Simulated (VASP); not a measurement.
A run of VASP 6.6.1:

INCAR

```
ALGO = Normal
EDIFF = 1E-6
ENCUT = 520
GGA = PE
ISIF = 2
ISMEAR = 0
IVDW = 12
LASPH = True
LCHARG = False
LREAL = False
LWAVE = False
NBANDS = 17
NELM = 100
PREC = Accurate
SIGMA = 0.02
```

File KPOINTS:

```
k-points
0
Gamma
  10 10 10
```

File POSCAR:

```
PbS
1.0
    0.0000000000      2.9379472287      2.9379472287
    2.9379472287      0.0000000000      2.9379472287
    2.9379472287      2.9379472287      0.0000000000
Pb S
1 1
Direct
    0.0000000000      0.0000000000      0.0000000000
    0.5000000000      0.5000000000      0.5000000000
```

Potentials or basis: VASP PAW PBE potentials, release 64 (Pb_d, S).

The run is started by

```sh
$ cat potpaw_PBE.64/Pb_d/POTCAR potpaw_PBE.64/S/POTCAR > POTCAR
$ mpirun -np 1 vasp_std > vasp.out
```

Hardware: 1 thread of AMD EPYC 7R13 (shared host).

Question: How long does it take, and how much memory?

Answer: Run time: 53 s on 1 thread of AMD EPYC 7R13 (shared host), peak memory 0.18 GiB. Counts: scf iterations 12, k points 47.
